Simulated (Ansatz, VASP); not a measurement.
**Two plane-wave programs on TaN**

File POSCAR:

```
TaN
1.0
    2.9361543272      0.0000000000      0.0000000000
   -1.4680771636      2.5427842368      0.0000000000
    0.0000000000      0.0000000000      2.6538490686
Ta N
1 1
Direct
    0.3333333333      0.6666666667      0.5000000000
    0.0000000000      0.0000000000      0.0000000000
```

File INCAR.step1:

```
SYSTEM = TaN
PREC = Accurate ; ENCUT = 520
ISMEAR = 0 ; SIGMA = 0.15
LREAL = .FALSE. ; LASPH = .TRUE.
NELM = 60 ; NBANDS = 15
GGA = PE ; ALGO = Normal
EDIFF = 1E-4 ; LWAVE = .TRUE.
LCHARG = .FALSE.
```

Contents of INCAR.step2:

```
SYSTEM = TaN
PREC = Accurate ; ENCUT = 520
EDIFF = 1E-6 ; ISMEAR = 0
SIGMA = 0.15 ; LREAL = .FALSE.
LASPH = .TRUE. ; NELM = 60
ALGO = Normal ; ISIF = 2
LWAVE = .FALSE. ; LCHARG = .TRUE.
METAGGA = R2SCAN ; LMIXTAU = .TRUE.
LELF = .TRUE. ; LVHAR = .TRUE.
NBANDS = 15 ; ISTART = 1
```

KPOINTS

```
regular mesh
0
G
  24 24 20
  0 0 0
```

Input for Ansatz:

```yaml
crystal:
  lattice:
    - [2.9361543272, 0.0, 0.0]
    - [-1.4680771636, 2.5427842368, 0.0]
    - [0.0, 0.0, 2.6538490686]
  atoms:
    - { symbol: Ta, position: [0.3333333333, 0.6666666667, 0.5] }
    - { symbol: "N", position: [0.0, 0.0, 0.0] }
basis:
  ecutwfc: 500
kpoints:
  mp_grid: { grid: [24, 24, 20] }
hamiltonian:
  xc: r2scan
scf:
  occupations: { method: gaussian, width: 0.15 }
output:
  forces: true
  stress: true
  eigenvalues: true
```

Change from the starting cell: strain +0.000 along x and y, -0.080 along z, atoms carried along.

Alike in both runs: task single point; functional r2SCAN; k mesh 24 × 24 × 20; occupations gaussian, width 0.15 eV; no spin polarisation.

```csv
,VASP,Ansatz
version,VASP 6.6.1,Ansatz 0.2.0
potentials or method,"VASP PAW PBE potentials, release 64 (Ta_pv, N), cutoff 520 eV","scalar-relativistic, plane waves, PAW"
valence electrons in the cell,16,18
```

Ansatz gave:

- gap on the k mesh at the Fermi level (eV): none
- pressure (GPa): 40.7
- traceless stress, the component that is largest in VASP (GPa): 48.48

Problem. What did VASP give for the same quantities?

Solution. gap on the k mesh at the Fermi level (eV): none; pressure (GPa): 43.1; traceless stress, the component that is largest in VASP (GPa): 48.86.

VASP's potentials were made for PBE, not for r2SCAN. A gap of «none» marks a metal or a gap that the smearing closes. Both programs put the cell under a high pressure, so it lies far from rest at this level. The functional is the same, so the differences come from potentials, cutoffs and numerics. VASP's potentials hold 16 valence electrons a cell and Ansatz's 18, so a difference there can come from the potentials and not from the codes.

Neither program's run includes spin-orbit coupling.
